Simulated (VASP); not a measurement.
# CdTe6 (R-3m) in VASP: single point with PBE

Aim: the single point of CdTe6 with PBE.

All numbers are computed with VASP 6.6.1; they aren't measurements. Logs are shortened: lines on timing, memory, paths and dates and some standing lists are left out, and cuts for length are marked.

## Step 1: The cell of the first run

It takes space group R-3m (No. 166, trigonal). Conventional cell: a = 4.500 Å, b = 4.500 Å, c = 37.864 Å, α = 90.00°, β = 90.00°, γ = 120.00°. Within 4.0 Å of Cd (site symmetry -3m) lie 6 Te at 3.07 Å. Te (site symmetry 3m) has 3 Cd at 3.07 Å and 3 Te at 3.24 Å within 4.0 Å. Te (site symmetry 3m) has 6 Te at 3.14 to 3.24 Å within 4.1 Å. Within 4.1 Å of Te (site symmetry 3m) lie 6 Te at 3.14 to 3.25 Å.

## Step 2: Single point, PBE

File INCAR:

```
SYSTEM = CdTe6
ALGO = Normal
EDIFF = 1E-6
ENCUT = 520
GGA = PE
ISIF = 2
ISMEAR = 0
LASPH = .TRUE.
LCHARG = .TRUE.
LELF = .TRUE.
LREAL = .FALSE.
LVHAR = .TRUE.
LWAVE = .FALSE.
NBANDS = 33
NELM = 100
PREC = Accurate
SIGMA = 0.1
```

File KPOINTS:

```
k-points
0
G
  12 12 12
  0 0 0
```

File POSCAR:

```
CdTe6
1.0
    2.2499962994      1.2990359691     12.6214950121
   -2.2499962994      1.2990359691     12.6214950121
    0.0000000000     -2.5980719383     12.6214950121
Cd Te
1 6
Direct
    0.0000000000      0.0000000000      0.0000000000
    0.2901182555      0.2901182555      0.2901182555
    0.5721586362      0.5721586362      0.5721586362
    0.1409564956      0.1409564956      0.1409564956
    0.8590435044      0.8590435044      0.8590435044
    0.4278413638      0.4278413638      0.4278413638
    0.7098817445      0.7098817445      0.7098817445
```

Potentials or basis: VASP PAW PBE potentials, release 64 (Cd, Te).

Run with:

```
$ cat potpaw_PBE.64/Cd/POTCAR potpaw_PBE.64/Te/POTCAR > POTCAR
$ mpirun -np 1 vasp_std > vasp.out
```

OUTCAR:

```text
SYSTEM = CdTe6
   EDIFF = 1E-6
   ENCUT = 520
   GGA = PE
   ISIF = 2
   ISMEAR = 0
   LASPH = .TRUE.
   LREAL = .FALSE.
   NELM = 100
   PREC = Accurate

 ion  position               nearest neighbor table
   1  0.000  0.000  0.000-   7 3.07   7 3.07   2 3.07   2 3.07   7 3.07   2 3.07
   2  0.290  0.290  0.290-   1 3.07   1 3.07   1 3.07   3 3.24   3 3.24   3 3.24
   3  0.572  0.572  0.572-   5 3.14   5 3.14   5 3.14   2 3.24   2 3.24   2 3.24
   4  0.141  0.141  0.141-   6 3.14   6 3.14   6 3.14   5 3.25   5 3.25   5 3.25
   5  0.859  0.859  0.859-   3 3.14   3 3.14   3 3.14   4 3.25   4 3.25   4 3.25
   6  0.428  0.428  0.428-   4 3.14   4 3.14   4 3.14   7 3.24   7 3.24   7 3.24
   7  0.710  0.710  0.710-   1 3.07   1 3.07   1 3.07   6 3.24   6 3.24   6 3.24

  LATTYP: Found a trigonal (rhomboedric) cell.
 ALAT       =    12.8861209888
 COS(alpha) =     0.9390253671

  Lattice vectors:

 A1 = (   2.2499962994,   1.2990359691,  12.6214950121)
 A2 = (  -2.2499962994,   1.2990359691,  12.6214950121)
 A3 = (   0.0000000000,  -2.5980719383,  12.6214950121)

Analysis of symmetry for initial positions (statically):
=====================================================================
 Subroutine PRICEL returns:
 Original cell was already a primitive cell.

 Routine SETGRP: Setting up the symmetry group for a
 trigonal (rhombohedral) supercell.

 Subroutine GETGRP returns: Found 12 space group operations
 (whereof 12 operations were pure point group operations)
 out of a pool of 12 trial point group operations.

The static configuration has the point symmetry D_3d.

Analysis of symmetry for dynamics (positions and initial velocities):
=====================================================================
 Subroutine PRICEL returns:
 Original cell was already a primitive cell.

 Routine SETGRP: Setting up the symmetry group for a
 trigonal (rhombohedral) supercell.

 Subroutine GETGRP returns: Found 12 space group operations
 (whereof 12 operations were pure point group operations)
 out of a pool of 12 trial point group operations.

The dynamic configuration has the point symmetry D_3d.

 Subroutine INISYM returns: Found 12 space group operations
 (whereof 12 operations are pure point group operations),
 and found     1 'primitive' translations

----------------------------------------------------------------------------------------

                                     Primitive cell

  volume of cell :     221.3426

  direct lattice vectors                    reciprocal lattice vectors
     2.249996299  1.299035969 12.621495012     0.222222588  0.128300271  0.026409972
    -2.249996299  1.299035969 12.621495012    -0.222222588  0.128300271  0.026409972
     0.000000000 -2.598071938 12.621495012     0.000000000 -0.256600542  0.026409972

  length of vectors
    12.886120989 12.886120989 12.886120989     0.257956052  0.257956052  0.257956052

  position of ions in fractional coordinates (direct lattice)
     0.000000000  0.000000000  0.000000000
     0.290118255  0.290118255  0.290118255
     0.572158636  0.572158636  0.572158636
     0.140956496  0.140956496  0.140956496
     0.859043504  0.859043504  0.859043504
     0.427841364  0.427841364  0.427841364
     0.709881745  0.709881745  0.709881745

  ion indices of the primitive-cell ions
   primitive index   ion index
                 1           1
                 2           2
                 3           3
                 4           4
                 5           5
                 6           6
                 7           7

----------------------------------------------------------------------------------------

 KPOINTS: k-points

Automatic generation of k-mesh.
 Grid dimensions read from file:
 generate k-points for:   12   12   12

 Generating k-lattice:

  Cartesian coordinates                     Fractional coordinates (reciprocal lattice)
     0.018518549  0.010691689  0.002200831     0.083333333 -0.000000000  0.000000000
    -0.018518549  0.010691689  0.002200831    -0.000000000  0.083333333  0.000000000
     0.000000000 -0.021383378  0.002200831     0.000000000  0.000000000  0.083333333

  Length of vectors
     0.021496338  0.021496338  0.021496338

  Shift w.r.t. Gamma in fractional coordinates (k-lattice)
     0.000000000  0.000000000  0.000000000

 Subroutine IBZKPT returns following result:
 ===========================================

 Found    189 irreducible k-points:

 Following reciprocal coordinates:
            Coordinates               Weight
  0.000000  0.000000  0.000000      1.000000
  0.083333 -0.000000  0.000000      6.000000
  0.166667  0.000000  0.000000      6.000000
  0.250000  0.000000  0.000000      6.000000
  0.333333  0.000000  0.000000      6.000000
  0.416667  0.000000  0.000000      6.000000
[... 16 lines left out ...]
  0.500000  0.166667 -0.000000     12.000000
 -0.416667  0.166667 -0.000000     12.000000
 [... further k-points ...]
   k-points           NKPTS =    189   k-points in BZ     NKDIM =    189   number of bands    NBANDS=     33
   number of dos      NEDOS =    301   number of ions     NIONS =      7
   total plane-waves  NPLWV = 884736
   dimension x,y,z NGX =    96 NGY =   96 NGZ =   96
   dimension x,y,z NGXF=   192 NGYF=  192 NGZF=  192
   ions per type =               1   6
   NGX,Y,Z   is equivalent  to a cutoff of  12.39, 12.39, 12.39 a.u.
   NGXF,Y,Z  is equivalent  to a cutoff of  24.77, 24.77, 24.77 a.u.
 SYSTEM =  CdTe6
   PREC   = accura    normal or accurate (medium, high low for compatibility)
   ISTART =      0    job   : 0-new  1-cont  2-samecut
   ICHARG =      2    charge: 1-file 2-atom 10-const
   ISPIN  =      1    spin polarized calculation?
   LNONCOLLINEAR =      F non collinear calculations
   LSORBIT =      F    spin-orbit coupling
   LASPH  =      T    aspherical Exc in radial PAW
   ENCUT  =  520.0 eV  38.22 Ry    6.18 a.u.  23.96 23.96 23.96*2*pi/ulx,y,z
   NELM   =    100;   NELMIN=  2; NELMDL= -5     # of ELM steps
   EDIFF  = 0.1E-05   stopping-criterion for ELM
   LREAL  =      F    real-space projection
   EDIFFG = 0.1E-04   stopping-criterion for IOM
   NSW    =      0    number of steps for IOM
   IBRION =     -1    ionic relax: 0-MD 1-quasi-New 2-CG
   NFREE  =      0    steps in history (QN), initial steepest desc. (CG)
   ISIF   =      2    stress and relaxation
   ISYM   =      2    0-nonsym 1-usesym 2-fastsym
   POTIM  = 0.5000    time-step for ionic-motion
   TEBEG  =    0.0;   TEEND  =   0.0 temperature during run
   PSTRESS=    0.0 pullay stress
   NELECT =      48.0000    total number of electrons
   NUPDOWN=      -1.0000    fix difference up-down
   EMIN   =  10.00;   EMAX   =-10.00  energy-range for DOS
   EFERMI =   0.00;   METHOD = LEGACY
   ISMEAR =     0;   SIGMA  =   0.10  broadening in eV -4-tet -1-fermi 0-gaus
   EFERMI_NEDOS =   21; number of points for ismear=-14 and -15
   IALGO  =     38    algorithm
   IMIX   =      4    mixing-type and parameters
     AMIX     =   0.40;   BMIX     =  1.00
     AMIX_MAG =   1.60;   BMIX_MAG =  1.00
  volume/ion in A,a.u.               =      31.62       213.38
  Fermi-wavevector in a.u.,A,eV,Ry     =   0.983559  1.858656 13.162106  0.967387
  Thomas-Fermi vector in A             =   2.114726
   LORBIT       =      0    0 simple, 1 ext, 2 COOP (PROOUT), +10 PAW based schemes
   GGA     = PE    functional components
   LHFCALC =     F    Hartree Fock is set to
   AEXX    =    0.0000 exact exchange contribution
   IVDW    =     0    specifies the selected vdW correction
   LEPSILON=     F    determine dielectric tensor
   LRPA    =     F    only Hartree local field effects (RPA)
 non-spin polarized calculation
 Gauss-broadening in eV      SIGMA  =   0.10
  energy-cutoff  :      520.00
  volume of cell :      221.34
 maximum number of plane-waves:      6008
   NGX = 47   NGY = 47   NGZ = 47

 number of electron      48.0000004 magnetization

 Free energy of the ion-electron system (eV)
  ---------------------------------------------------
  ext. energy  EPLUGINS =         0.00000000
  ---------------------------------------------------
  free energy    TOTEN  =       -19.68778841 eV

  energy without entropy =      -19.66313684  energy(sigma->0) =      -19.67546263

 E-fermi :   5.8694     XC(G=0):  -9.3797

 val. band max:        5.8678496840   @ k =  -0.1667   0.1667   0.0000
 cond. band min:       5.8696023853   @ k =   0.5000   0.4167   0.3333
 fundamental gap:      0.0017527014
 Fermi energy:         5.8694433728

 k-point     1 :       0.0000    0.0000    0.0000
  band No.  band energies     occupation
      1      -7.6835      2.00000
      2      -7.0288      2.00000
      3      -6.1632      2.00000
      4      -4.9452      2.00000
      5      -4.1716      2.00000
      6      -2.8232      2.00000
[... 25 lines left out ...]
     32      10.2606      0.00000
     33      10.2606      0.00000

 k-point     2 :       0.0833   -0.0000    0.0000
  band No.  band energies     occupation
      1      -7.6297      2.00000
      2      -6.9830      2.00000
      3      -6.1221      2.00000
      4      -4.9467      2.00000
      5      -4.1820      2.00000
      6      -2.9872      2.00000
[... 25 lines left out ...]
     32      10.1201      0.00000
     33      10.3090      0.00000

 k-point     3 :       0.1667    0.0000    0.0000
  band No.  band energies     occupation
      1      -7.4698      2.00000
      2      -6.8479      2.00000
      3      -6.0064      2.00000
      4      -4.9495      2.00000
      5      -4.2355      2.00000
      6      -3.2931      2.00000
[... 25 lines left out ...]
     32       9.6873      0.00000
     33      10.3929      0.00000

 k-point     4 :       0.2500    0.0000    0.0000
  band No.  band energies     occupation
      1      -7.2100      2.00000
      2      -6.6320      2.00000
      3      -5.8399      2.00000
      4      -4.9636      2.00000
      5      -4.3638      2.00000
      6      -3.7006      2.00000
[... 25 lines left out ...]
     32       9.8864      0.00000
     33      10.7709      0.00000

 k-point     5 :       0.3333    0.0000    0.0000
  band No.  band energies     occupation
      1      -6.8633      2.00000
      2      -6.3577      2.00000
      3      -5.6639      2.00000
      4      -5.0507      2.00000
      5      -4.5410      2.00000
      6      -4.1368      2.00000
[... 604 lines left out ...]
 k-point    22 :       0.4167    0.1667   -0.0000
  band No.  band energies     occupation
      1      -6.7128      2.00000
      2      -6.2488      2.00000
      3      -5.5677      2.00000
      4      -5.0383      2.00000
      5      -4.6635      2.00000
      6      -4.3447      2.00000
[... 25 lines left out ...]
     32      10.2270      0.00000
     33      10.5072      0.00000

 k-point    23 :       0.5000    0.1667   -0.0000
  band No.  band energies     occupation
      1      -6.3131      2.00000
      2      -5.9687      2.00000
      3      -5.4979      2.00000
      4      -5.1857      2.00000
      5      -4.8573      2.00000
      6      -4.6892      2.00000
[... 25 lines left out ...]
     32      10.1496      0.00000
     33      11.0090      0.00000

 k-point    24 :      -0.4167    0.1667   -0.0000
  band No.  band energies     occupation
      1      -5.9738      2.00000
      2      -5.9123      2.00000
      3      -5.5678      2.00000
      4      -5.2628      2.00000
      5      -5.0010      2.00000
      6      -4.7705      2.00000
[... 25 lines left out ...]
     32       9.9881      0.00000
     33      11.0679      0.00000

 [... further k-points ...]

------------------------ aborting loop because EDIFF is reached ----------------------------------------

  FORCE on cell =-STRESS in cart. coord.  units (eV):
  Direction    XX          YY          ZZ          XY          YZ          ZX
  --------------------------------------------------------------------------------------
  -------------------------------------------------------------------------------------
  Total        0.0076806      0.0076806     -0.0071151      0.0000000      0.0000000      0.0000000
  in kB        0.0555954      0.0555954     -0.0515022      0.0000000      0.0000000      0.0000000
  external PRESSURE =       0.0198962 kB  Pullay stress =       0.0000000 kB

 VOLUME and BASIS-vectors are now :
 -----------------------------------------------------------------------------
  energy-cutoff  :      520.00
  volume of cell :      221.34
      direct lattice vectors                 reciprocal lattice vectors
     2.249996299  1.299035969 12.621495012     0.222222588  0.128300271  0.026409972
    -2.249996299  1.299035969 12.621495012    -0.222222588  0.128300271  0.026409972
     0.000000000 -2.598071938 12.621495012     0.000000000 -0.256600542  0.026409972

 POSITION                                       TOTAL-FORCE (eV/Angst)
 -----------------------------------------------------------------------------------
      0.00000      0.00000      0.00000         0.000000      0.000000      0.000000
      0.00000     -0.00000     10.98518         0.000000      0.000000     -0.015354
      0.00000     -0.00000     21.66449         0.000000     -0.000000      0.002715
      0.00000     -0.00000      5.33725         0.000000     -0.000000      0.003196
      0.00000     -0.00000     32.52724         0.000000      0.000000     -0.003196
      0.00000     -0.00000     16.19999         0.000000      0.000000     -0.002715
      0.00000     -0.00000     26.87931         0.000000     -0.000000      0.015354
 -----------------------------------------------------------------------------------
    total drift:                                0.000000      0.000000      0.000000

  FREE ENERGIE OF THE ION-ELECTRON SYSTEM (eV)
  ---------------------------------------------------
  free  energy   TOTEN  =       -19.6877884109 eV

  energy  without entropy=      -19.6631368403  energy(sigma->0) =      -19.67546263
```

Run time: 2.2 h. Hardware: 1 thread of Intel Xeon 6975P-C (Granite Rapids), shared host; peak memory 2.3 GiB.

What came out:

```
Free energy            : -19.6878 eV
Pressure               : 0.0 GPa
Largest force          : 0.015 eV/Å
Band gap on the k mesh : zero (bands 24 and 25 overlap by 0.63 eV)
```

Forces on the atoms (eV/Å):
```
Cd   0.000  0.000  0.000
Te   0.000  0.000 -0.015
Te   0.000  0.000  0.003
Te   0.000  0.000  0.003
Te   0.000  0.000 -0.003
Te   0.000  0.000 -0.003
Te   0.000  0.000  0.015
```

Caveat: semilocal functionals underestimate gaps, and a narrow one can read as zero; spin-orbit coupling is left out, which moves the levels of the heavy elements.
